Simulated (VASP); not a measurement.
# Zn (Fm-3m) in VASP: notebook

Runs on Zn. Level: r2SCAN. Tasks: relaxation of cell and atoms.

Everything below comes from runs of VASP 6.6.1. Logs are shortened: lines on timing, memory, paths and dates and some standing lists are left out, and cuts for length are marked.

### 1 The cell of the first run

Symmetry: Fm-3m, No. 225, cubic system. Conventional cell: a = 3.940 Å, b = 3.940 Å, c = 3.940 Å, α = 90.00°, β = 90.00°, γ = 90.00°. Zn (site symmetry m-3m) has 12 Zn at 2.79 Å within 3.7 Å.

This isn't the form of Zn at room conditions, which is hcp.

### 2 Relaxation of cell and atoms, r2SCAN, target pressure 15 GPa, at which the enthalpy is minimised

Contents of POSCAR:

```
Zn
1.0
    0.0000000000      1.9700000000      1.9700000000
    1.9700000000      0.0000000000      1.9700000000
    1.9700000000      1.9700000000      0.0000000000
Zn
1
Direct
    0.0000000000      0.0000000000      0.0000000000
```

Contents of INCAR.step1:

```
SYSTEM = Zn
PREC = Accurate
ENCUT = 550
ISMEAR = -1
SIGMA = 0.1
LREAL = .FALSE.
LASPH = .TRUE.
NELM = 120
GGA = PE
ALGO = Normal
EDIFF = 1E-5
LWAVE = .TRUE.
LCHARG = .FALSE.
GGA_COMPAT = .FALSE.
IBRION = 2
ISIF = 3
EDIFFG = -0.005
NELMIN = 4
NSW = 100
```

Contents of INCAR.step2:

```
SYSTEM = Zn
PREC = Accurate
ENCUT = 550
EDIFF = 1E-7
ISMEAR = -1
SIGMA = 0.1
LREAL = .FALSE.
LASPH = .TRUE.
NELM = 120
ALGO = Normal
ISIF = 3
LWAVE = .FALSE.
LCHARG = .FALSE.
METAGGA = R2SCAN
LMIXTAU = .TRUE.
IBRION = 2
NSW = 80
EDIFFG = -0.01
PSTRESS = 150.0
ISTART = 1
GGA_COMPAT = .FALSE.
NELMIN = 4
```

Contents of KPOINTS:

```
regular mesh
0
G
  19 19 19
  0 0 0
```

Potentials or basis: VASP PAW PBE potentials, release 64 (Zn).

Run with:

```bash
cat potpaw_PBE.64/Zn/POTCAR > POTCAR
cp INCAR.step1 INCAR
mpirun -np 1 vasp_std > vasp.out
cp INCAR.step2 INCAR
mpirun -np 1 vasp_std > vasp.out
```

OUTCAR:

```text
SYSTEM = Zn
   PREC = Accurate
   ENCUT = 550
   EDIFF = 1E-7
   ISMEAR = -1
   LREAL = .FALSE.
   LASPH = .TRUE.
   NELM = 120
   ISIF = 3
   METAGGA = R2SCAN
   IBRION = 2
   NSW = 80
   EDIFFG = -0.01
   PSTRESS = 150.0
   ISTART = 1
   NELMIN = 4

 ion  position               nearest neighbor table
   1  0.000  0.000  0.000-

  LATTYP: Found a face centered cubic cell.
 ALAT       =     3.9400000000

  Lattice vectors:

 A1 = (   0.0000000000,   1.9700000000,   1.9700000000)
 A2 = (   1.9700000000,   0.0000000000,   1.9700000000)
 A3 = (   1.9700000000,   1.9700000000,   0.0000000000)

Analysis of symmetry for initial positions (statically):
=====================================================================
 Subroutine PRICEL returns:
 Original cell was already a primitive cell.

 Routine SETGRP: Setting up the symmetry group for a
 face centered cubic supercell.

 Subroutine GETGRP returns: Found 48 space group operations
 (whereof 48 operations were pure point group operations)
 out of a pool of 48 trial point group operations.

The static configuration has the point symmetry O_h .

Analysis of symmetry for dynamics (positions and initial velocities):
=====================================================================
 Subroutine PRICEL returns:
 Original cell was already a primitive cell.

 Routine SETGRP: Setting up the symmetry group for a
 face centered cubic supercell.

 Subroutine GETGRP returns: Found 48 space group operations
 (whereof 48 operations were pure point group operations)
 out of a pool of 48 trial point group operations.

The dynamic configuration has the point symmetry O_h .

 Subroutine INISYM returns: Found 48 space group operations
 (whereof 48 operations are pure point group operations),
 and found     1 'primitive' translations

----------------------------------------------------------------------------------------

                                     Primitive cell

  volume of cell :      15.2907

  direct lattice vectors                    reciprocal lattice vectors
     0.000000000  1.970000000  1.970000000    -0.253807107  0.253807107  0.253807107
     1.970000000  0.000000000  1.970000000     0.253807107 -0.253807107  0.253807107
     1.970000000  1.970000000  0.000000000     0.253807107  0.253807107 -0.253807107

  length of vectors
     2.786000718  2.786000718  2.786000718     0.439606804  0.439606804  0.439606804

  position of ions in fractional coordinates (direct lattice)
     0.000000000  0.000000000  0.000000000

  ion indices of the primitive-cell ions
   primitive index   ion index
                 1           1

----------------------------------------------------------------------------------------

 KPOINTS: regular mesh

Automatic generation of k-mesh.
 Grid dimensions read from file:
 generate k-points for:   19   19   19

 Generating k-lattice:

  Cartesian coordinates                     Fractional coordinates (reciprocal lattice)
    -0.013358269  0.013358269  0.013358269     0.052631579  0.000000000  0.000000000
     0.013358269 -0.013358269  0.013358269     0.000000000  0.052631579  0.000000000
     0.013358269  0.013358269 -0.013358269     0.000000000  0.000000000  0.052631579

  Length of vectors
     0.023137200  0.023137200  0.023137200

  Shift w.r.t. Gamma in fractional coordinates (k-lattice)
     0.000000000  0.000000000  0.000000000

 Subroutine IBZKPT returns following result:
 ===========================================

 Found    220 irreducible k-points:

 Following reciprocal coordinates:
            Coordinates               Weight
  0.000000  0.000000  0.000000      1.000000
  0.052632  0.000000  0.000000      8.000000
  0.105263  0.000000  0.000000      8.000000
  0.157895  0.000000  0.000000      8.000000
  0.210526  0.000000  0.000000      8.000000
  0.263158  0.000000  0.000000      8.000000
[... 16 lines left out ...]
 -0.315789  0.052632  0.000000     24.000000
 -0.263158  0.052632  0.000000     24.000000
 [... further k-points ...]
   k-points           NKPTS =    220   k-points in BZ     NKDIM =    220   number of bands    NBANDS=     10
   number of dos      NEDOS =    301   number of ions     NIONS =      1
   total plane-waves  NPLWV =  13824
   dimension x,y,z NGX =    24 NGY =   24 NGZ =   24
   dimension x,y,z NGXF=    48 NGYF=   48 NGZF=   48
   ions per type =               1
   NGX,Y,Z   is equivalent  to a cutoff of  14.32, 14.32, 14.32 a.u.
   NGXF,Y,Z  is equivalent  to a cutoff of  28.64, 28.64, 28.64 a.u.
 SYSTEM =  Zn
   PREC   = accura    normal or accurate (medium, high low for compatibility)
   ISTART =      1    job   : 0-new  1-cont  2-samecut
   ICHARG =      0    charge: 1-file 2-atom 10-const
   ISPIN  =      1    spin polarized calculation?
   LNONCOLLINEAR =      F non collinear calculations
   LSORBIT =      F    spin-orbit coupling
   LASPH  =      T    aspherical Exc in radial PAW
   ENCUT  =  550.0 eV  40.42 Ry    6.36 a.u.   5.33  5.33  5.33*2*pi/ulx,y,z
   NELM   =    120;   NELMIN=  4; NELMDL=  0     # of ELM steps
   EDIFF  = 0.1E-06   stopping-criterion for ELM
   LREAL  =      F    real-space projection
   EDIFFG = -.1E-01   stopping-criterion for IOM
   NSW    =     80    number of steps for IOM
   IBRION =      2    ionic relax: 0-MD 1-quasi-New 2-CG
   NFREE  =      1    steps in history (QN), initial steepest desc. (CG)
   ISIF   =      3    stress and relaxation
   ISYM   =      2    0-nonsym 1-usesym 2-fastsym
   POTIM  = 0.5000    time-step for ionic-motion
   TEBEG  =    0.0;   TEEND  =   0.0 temperature during run
   PSTRESS=  150.0 pullay stress
   NELECT =      12.0000    total number of electrons
   NUPDOWN=      -1.0000    fix difference up-down
   EMIN   =  10.00;   EMAX   =-10.00  energy-range for DOS
   EFERMI =   0.00;   METHOD = LEGACY
   ISMEAR =    -1;   SIGMA  =   0.10  broadening in eV -4-tet -1-fermi 0-gaus
   EFERMI_NEDOS =   21; number of points for ismear=-14 and -15
   IALGO  =     38    algorithm
   IMIX   =      4    mixing-type and parameters
     AMIX     =   0.40;   BMIX     =  1.00
     AMIX_MAG =   1.60;   BMIX_MAG =  1.00
  volume/ion in A,a.u.               =      15.29       103.19
  Fermi-wavevector in a.u.,A,eV,Ry     =   1.510054  2.853587 31.024845  2.280262
  Thomas-Fermi vector in A             =   2.620294
   LORBIT       =      0    0 simple, 1 ext, 2 COOP (PROOUT), +10 PAW based schemes
   METAGGA = R2SCAN    functional components
   LHFCALC =     F    Hartree Fock is set to
   AEXX    =    0.0000 exact exchange contribution
   IVDW    =     0    specifies the selected vdW correction
   LEPSILON=     F    determine dielectric tensor
   LRPA    =     F    only Hartree local field effects (RPA)
 conjugate gradient relaxation of ions
 non-spin polarized calculation
  energy-cutoff  :      550.00
  volume of cell :       15.29
 maximum number of plane-waves:       460
 NGX is ok and might be reduce to    24
   NGX = 11   NGY = 11   NGZ = 11

--------------------------------------- Ionic step        1  -------------------------------------------

 number of electron      12.0000006 magnetization

 Free energy of the ion-electron system (eV)
  ---------------------------------------------------
  ext. energy  EPLUGINS =         0.00000000
  ---------------------------------------------------
  free energy    TOTEN  =        -8.85620362 eV

  energy without entropy =       -8.84622954  energy(sigma->0) =       -8.85121658

------------------------ aborting loop because EDIFF is reached ----------------------------------------

  FORCE on cell =-STRESS in cart. coord.  units (eV):
  Direction    XX          YY          ZZ          XY          YZ          ZX
  --------------------------------------------------------------------------------------
  -------------------------------------------------------------------------------------
  Total       -0.4456415     -0.4456415     -0.4456415     -0.0000000      0.0000000      0.0000000
  in kB      -46.6946961    -46.6946961    -46.6946961     -0.0000000      0.0000000      0.0000000
  external PRESSURE =    -196.6946961 kB  Pullay stress =     150.0000000 kB
[... 59 lines left out ...]
  enthalpy is  TOTEN    =        -7.5561508250 eV   P V=        1.0767871334

--------------------------------------- Ionic step        3  -------------------------------------------

 number of electron      12.0000002 magnetization

 Free energy of the ion-electron system (eV)
  ---------------------------------------------------
  ext. energy  EPLUGINS =         0.00000000
  ---------------------------------------------------
  free energy    TOTEN  =        -8.80323077 eV

  energy without entropy =       -8.79442397  energy(sigma->0) =       -8.79882737

 E-fermi :   4.4156     XC(G=0): -13.8145

 val. band max:        4.3721233468   @ k =  -0.3684   0.2632   0.1053
 cond. band min:       4.4825719407   @ k =  -0.3684   0.4211   0.0526
 fundamental gap:      0.1104485939
 Fermi energy:         4.4155645625

 k-point     1 :       0.0000    0.0000    0.0000
  band No.  band energies     occupation
      1      -8.0823      2.00000
      2      -4.1435      2.00000
      3      -4.1435      2.00000
      4      -4.1435      2.00000
      5      -3.6043      2.00000
      6      -3.6043      2.00000
      7      25.4559      0.00000
      8      26.4450      0.00000
      9      26.4450      0.00000
     10      26.4450      0.00000
[... 287 lines left out ...]
 k-point    24 :      -0.2632    0.0526    0.0000
  band No.  band energies     occupation
      1      -5.6885      2.00000
      2      -4.0779      2.00000
      3      -4.0287      2.00000
      4      -3.9502      2.00000
      5      -3.5498      2.00000
      6      -3.3140      2.00000
      7      11.5797      0.00000
      8      20.8761      0.00000
      9      24.8771      0.00000
     10      25.3848      0.00000

 [... further k-points ...]

------------------------ aborting loop because EDIFF is reached ----------------------------------------

  FORCE on cell =-STRESS in cart. coord.  units (eV):
  Direction    XX          YY          ZZ          XY          YZ          ZX
  --------------------------------------------------------------------------------------
  -------------------------------------------------------------------------------------
  Total        1.1805856      1.1805856      1.1805856      0.0000000      0.0000000      0.0000000
  in kB      149.3433285    149.3433285    149.3433285      0.0000000      0.0000000      0.0000000
  external PRESSURE =      -0.6566715 kB  Pullay stress =     150.0000000 kB
[... 16 lines left out ...]
  FREE ENERGIE OF THE ION-ELECTRON SYSTEM (eV)
  ---------------------------------------------------
  free  energy   TOTEN  =        -8.8032307693 eV

  energy  without entropy=       -8.7944239710  energy(sigma->0) =       -8.79882737

  enthalpy is  TOTEN    =        -7.6174540719 eV   P V=        1.1857766974

 reached required accuracy - stopping structural energy minimisation
```

Run time: 5.8 min. Hardware: 1 thread of Intel Xeon Platinum 8559C (Emerald Rapids), shared host; peak memory 0.18 GiB.

What came out:

```yaml
Free_energy: -8.8032 eV
Relaxed_volume: 12.67 Å³/atom
Relaxed_cell: a = 2.616 Å, b = 2.616 Å, c = 2.616 Å, α = 60.00°, β = 60.00°, γ = 60.00°
Space_group_after_relaxing_to_0.1_Å: Fm-3m (No. 225)
Energy_change_on_relaxing_the_run_minimises_the_enthalpy: +53.0 meV/atom
Ionic_steps: 3
Pressure_after_relaxing: 14.9 GPa
Band_gap_on_the_k_mesh: zero (bands 6 and 7 overlap by 3.06 eV)
```

The path:
| step | energy change (eV) | largest force (eV/Å) | pressure (GPa) | volume (Å³) |
| --- | --- | --- | --- | --- |
| 1 | 0.0000 | 0.0000 | -4.67 | 15.29 |
| 2 | 0.2233 | 0.0000 | 33.82 | 11.50 |
| 3 | 0.0530 | 0.0000 | 14.93 | 12.67 |

Final structure:
```
Zn
1.0
     0.00000    1.85011    1.85011
     1.85011    0.00000    1.85011
     1.85011    1.85011    0.00000
Zn
1
Direct
  0.00000 0.00000 0.00000
```

Caveat: the cell is relaxed towards a set pressure, so the run minimises the enthalpy, not the energy; the volume moved by over 15 % at a fixed basis, so the end points are rough; the PAW data sets were made with another functional, which shifts forces and pressure a little.

### 3 Relaxation of cell and atoms, r2SCAN, target pressure 30 GPa, at which the enthalpy is minimised

POSCAR is that of step 2.

Contents of INCAR.step1:

```
PREC     = Accurate       # precision mode
ENCUT    = 550            # plane-wave cutoff, eV
ISMEAR   = -1             # smearing method
SIGMA    = 0.1            # smearing width, eV
LREAL    = False          # projectors in reciprocal space
LASPH    = True           # aspherical terms in the spheres
NELM     = 120            # most SCF steps
GGA      = PE             # functional
ALGO     = Normal         # electronic algorithm
EDIFF    = 1E-5           # SCF threshold, eV
LWAVE    = True           # write WAVECAR
LCHARG   = False          # write CHGCAR
GGA_COMPAT= False        
IBRION   = 2              # ionic algorithm
ISIF     = 3              # what is computed and relaxed
EDIFFG   = -0.005         # ionic threshold
NELMIN   = 4            
NSW      = 100            # ionic steps
```

Contents of INCAR.step2:

```
PREC     = Accurate       # precision mode
ENCUT    = 550            # plane-wave cutoff, eV
EDIFF    = 1E-7           # SCF threshold, eV
ISMEAR   = -1             # smearing method
SIGMA    = 0.1            # smearing width, eV
LREAL    = False          # projectors in reciprocal space
LASPH    = True           # aspherical terms in the spheres
NELM     = 120            # most SCF steps
ALGO     = Normal         # electronic algorithm
ISIF     = 3              # what is computed and relaxed
LWAVE    = False          # write WAVECAR
LCHARG   = False          # write CHGCAR
METAGGA  = R2SCAN         # meta-GGA
LMIXTAU  = True         
IBRION   = 2              # ionic algorithm
NSW      = 80             # ionic steps
EDIFFG   = -0.01          # ionic threshold
PSTRESS  = 300.0        
ISTART   = 1            
GGA_COMPAT= False        
NELMIN   = 4
```

Contents of KPOINTS:

```
regular mesh
0
Gamma
  19 19 19
```

Potentials or basis: VASP PAW PBE potentials, release 64 (Zn).

Run with:

```bash
cat potpaw_PBE.64/Zn/POTCAR > POTCAR
cp INCAR.step1 INCAR
mpirun -np 1 vasp_std > vasp.out
cp INCAR.step2 INCAR
mpirun -np 1 vasp_std > vasp.out
```

It took 9.1 min on 1 thread of Intel Xeon Platinum 8559C (Emerald Rapids), shared host; peak memory 0.19 GiB.

It converged, with:

```yaml
Free_energy: -8.6710 eV
Relaxed_volume: 11.69 Å³/atom
Relaxed_cell: a = 2.548 Å, b = 2.548 Å, c = 2.548 Å, α = 60.00°, β = 60.00°, γ = 60.00°
Space_group_after_relaxing_to_0.1_Å: Fm-3m (No. 225)
Energy_change_on_relaxing_the_run_minimises_the_enthalpy: +185.2 meV/atom
Ionic_steps: 8
Pressure_after_relaxing: 30.0 GPa
Band_gap_on_the_k_mesh: zero (bands 6 and 7 overlap by 2.94 eV)
```

The path:
```
step  energy change (eV)  largest force (eV/Å)  pressure (GPa)  volume (Å³)
   1              0.0000                0.0000           -4.67        15.29
   2              1.3017                0.0000          126.04         9.08
   3              0.1586                0.0000           27.30        11.84
   4              0.1773                0.0000           29.23        11.74
   5              0.1893                0.0000           30.46        11.67
   6              0.1797                0.0000           29.47        11.72
   7              0.1866                0.0000           30.14        11.69
   8              0.1852                0.0000           30.00        11.69
```

Final structure:
```
Zn
1.0
     0.00000    1.80152    1.80152
     1.80152    0.00000    1.80152
     1.80152    1.80152    0.00000
Zn
1
Direct
  0.00000 0.00000 0.00000
```

Levels at points of the mesh, in eV from the Fermi level:
```csv
k point,band 2,band 3,band 4,band 5,band 6,band 7,band 8,band 9,band 10
"(0.00, 0.00, 0.00)",-8.94,-8.94,-8.94,-8.32,-8.32,21.60,23.23,23.23,23.23
```

Caveat: the cell is relaxed towards a set pressure, so the run minimises the enthalpy, not the energy; the volume moved by over 15 % at a fixed basis, so the end points are rough; the PAW data sets were made with another functional, which shifts forces and pressure a little.
